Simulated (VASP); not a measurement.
Ag2ClF, 4 atoms in the cell. Symmetry: R-3m, No. 166, trigonal system. Conventional cell: a = 3.887 Å, b = 3.887 Å, c = 15.985 Å, α = 90.00°, β = 90.00°, γ = 120.00°. Within 3.3 Å of F (site symmetry -3m) lie 6 Ag at 2.49 Å. Cl (site symmetry -3m) has 6 Ag at 2.75 Å and 6 F at 3.48 Å within 3.6 Å. Within 3.3 Å of Ag (site symmetry 3m) lie 3 F at 2.49 Å and 3 Cl at 2.75 Å and 3 Ag at 3.12 Å. 

| Quantity | Value |
| --- | --- |
| Program | VASP 6.6.1 |
| Task | single point |
| Functional | PBE |
| Potentials or basis | VASP PAW PBE potentials, release 64 (F, Cl, Ag) |
| Cutoff | 520 eV |
| k mesh | 8 × 8 × 8 |
| Occupations | fermi-dirac, width 0.02 eV |
| Spin | no spin polarisation |
| Dipole correction | no |
| Further INCAR settings | ALGO = Normal; EDIFF = 1e-06; NBANDS = 26 |

Potentials or basis: VASP PAW PBE potentials, release 64 (F, Cl, Ag).

Command:

```console
$ cat potpaw_PBE.64/F/POTCAR potpaw_PBE.64/Cl/POTCAR potpaw_PBE.64/Ag/POTCAR > POTCAR
$ mpirun -np 1 vasp_std > vasp.out
```

Hardware: 1 thread of Intel(R) Xeon(R) 6975P-C (Granite Rapids) (shared host).

**Question.** How long does it take, and how much memory?

**Answer.** Run time: 120 s on 1 thread of Intel(R) Xeon(R) 6975P-C (Granite Rapids), on a shared host, peak memory 0.38 GiB. Counts: scf iterations 14, k points 65.
